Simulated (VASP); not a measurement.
## Mg5Zn11Si16P32: single point with PBEsol

Crystal: Mg5Zn11Si16P32.

```
Mg Zn Si P
1.0
    10.94062   -0.00006   -0.00001
    -0.00006   10.94062   -0.00001
    -0.00001   -0.00001   10.33266
Mg Zn Si P
5 11 16 32
Direct
  0.00075 0.99895 0.99442
  0.50058 0.75391 0.25140
  0.25003 0.00018 0.74917
  0.74958 0.00077 0.75004
  0.25248 0.24914 0.50179
  0.99990 0.50143 0.99874
  0.50020 0.99863 0.00128
  0.49934 0.50003 0.00084
  0.99953 0.25312 0.24881
  0.99869 0.75180 0.24985
  0.50261 0.25034 0.24713
  0.25074 0.49972 0.74862
  0.75019 0.49999 0.74813
  0.25048 0.74766 0.49943
  0.75141 0.24889 0.49745
  0.74778 0.75093 0.50020
  0.00545 0.99861 0.49823
  0.00233 0.50005 0.49785
  0.49814 0.99642 0.50081
  0.50109 0.50288 0.49788
  0.24799 0.99807 0.25096
  0.25093 0.50011 0.24752
  0.75359 0.99871 0.24802
  0.74867 0.50073 0.24774
  0.25074 0.25175 0.00384
  0.24803 0.75004 0.00218
  0.75159 0.24594 0.99945
  0.74835 0.74837 0.99873
  0.99581 0.24820 0.74853
  0.99840 0.74810 0.74957
  0.49974 0.24958 0.75065
  0.50094 0.75338 0.75362
  0.13815 0.12563 0.12828
  0.13759 0.62553 0.12511
  0.63836 0.12291 0.12242
  0.63390 0.62605 0.12616
  0.11025 0.12642 0.62856
  0.11524 0.62467 0.62417
  0.61052 0.12480 0.62366
  0.61428 0.62092 0.62492
  0.36527 0.37379 0.12688
  0.36443 0.87640 0.12786
  0.86341 0.37377 0.12100
  0.86606 0.87439 0.12580
  0.37546 0.11347 0.37629
  0.37747 0.61112 0.37611
  0.87284 0.11214 0.37354
  0.87560 0.61424 0.37384
  0.12620 0.38734 0.37345
  0.12645 0.88685 0.37421
  0.62727 0.38985 0.37588
  0.62596 0.88608 0.37393
  0.12447 0.36593 0.87423
  0.12359 0.86666 0.87386
  0.62343 0.36427 0.87614
  0.62672 0.86424 0.87850
  0.38851 0.37427 0.62398
  0.38535 0.87591 0.62668
  0.88632 0.37614 0.62335
  0.88441 0.87712 0.62509
  0.37524 0.13539 0.87512
  0.37176 0.63690 0.87664
  0.87611 0.13737 0.87373
  0.87523 0.63440 0.87454
```

```json
{
  "Program": "VASP 6.6.1",
  "Task": "single point",
  "Functional": "PBEsol",
  "Potentials or basis": "VASP PAW PBE potentials, release 64 (Mg, Zn, Si, P)",
  "Cutoff": "500 eV",
  "k mesh": "1 × 1 × 1, shifted",
  "Occupations": "fermi-dirac, width 0.05 eV",
  "Spin": "no spin polarisation"
}
```

```json
{"Pressure": "0.4 GPa", "Largest force": "1.960 eV/Å", "Band gap on the k mesh": "1.70 eV"}
```

Forces on the atoms (eV/Å):
```
Mg  -0.093  0.386  0.627
Mg  -0.191 -0.412  0.067
Mg  -0.126  0.134  0.043
Mg  -0.240  0.172 -0.078
Mg  -0.419  0.042 -0.032
Zn   0.050 -0.103  0.083
Zn  -0.084  0.149  0.012
Zn  -0.068  0.043 -0.041
Zn  -0.075 -0.156  0.083
Zn   0.150 -0.226  0.119
Zn   0.107 -0.087  0.301
Zn   0.083 -0.056  0.028
Zn   0.003 -0.193  0.157
Zn   0.074  0.055  0.041
Zn  -0.141  0.061  0.171
Zn   0.135 -0.150  0.029
Si  -0.894  0.374  0.324
Si  -0.140  0.132 -0.010
Si   0.355  0.431 -0.312
Si  -0.004 -0.649  0.493
Si   0.708  0.686 -0.067
Si   0.058  0.039  0.379
Si  -0.414 -0.022  0.181
Si   0.432  0.036 -0.099
Si  -0.040 -0.143 -0.457
Si   0.219  0.591 -0.327
Si  -0.230  0.664 -0.295
Si   0.472 -0.122  0.469
Si   0.404  0.852  0.214
Si   0.169  0.440 -0.167
Si   0.096  0.183  0.019
Si  -0.067 -0.631 -0.269
P   -0.108  0.480  0.156
P   -0.708 -0.072  0.141
P   -0.508 -0.113  0.294
P    0.483 -0.613 -0.661
P   -0.629 -0.186 -0.451
P    0.177 -0.028  0.024
P   -0.108  0.469 -0.477
P    0.220  0.812  0.327
P    0.421  0.176 -0.115
P   -0.710  0.373 -0.832
P    0.273  0.196  0.291
P   -0.530 -0.742 -0.019
P    0.550 -0.686 -0.769
P   -1.004  0.135 -0.010
P    0.651  0.423  0.163
P   -0.152  0.344  0.013
P   -0.448  0.148 -0.449
P   -0.038 -0.952  0.079
P   -0.130 -0.800 -0.131
P    0.693  0.624  0.684
P   -0.037 -0.111 -0.045
P    0.280 -1.936 -0.122
P    0.279  0.125  0.020
P   -0.745 -0.232  0.242
P    0.366  0.882  0.549
P    0.470 -0.978 -0.553
P   -0.427 -0.067 -0.056
P    0.862 -0.893 -0.687
P    0.444  0.531  0.739
P    0.324 -0.329 -0.165
P   -0.254  0.800  0.122
P   -0.242 -0.298  0.009
```

Stress tensor (GPa, compression positive):
```
 0.20 -0.81 -0.86
-0.81  0.13 -0.65
-0.86 -0.65  0.88
```

Levels at points of the mesh, in eV from the valence-band top:
```tsv
k point	band 179	band 180	band 181	band 182	band 183	band 184	band 185	band 186	band 187	band 188
(0.25, 0.25, 0.25)	-0.36	-0.28	-0.25	-0.20	0.00	1.70	1.85	1.89	2.23	2.29
```

Run time: 10 min on 1 thread of Intel(R) Xeon(R) Platinum 8488C (Sapphire Rapids), with other jobs on the host, peak memory 1.1 GiB.

Caveat: the PAW data sets were made with another functional, which shifts forces and pressure a little; a shifted mesh leaves out Γ, where band edges can lie. A k mesh can miss the band edges.
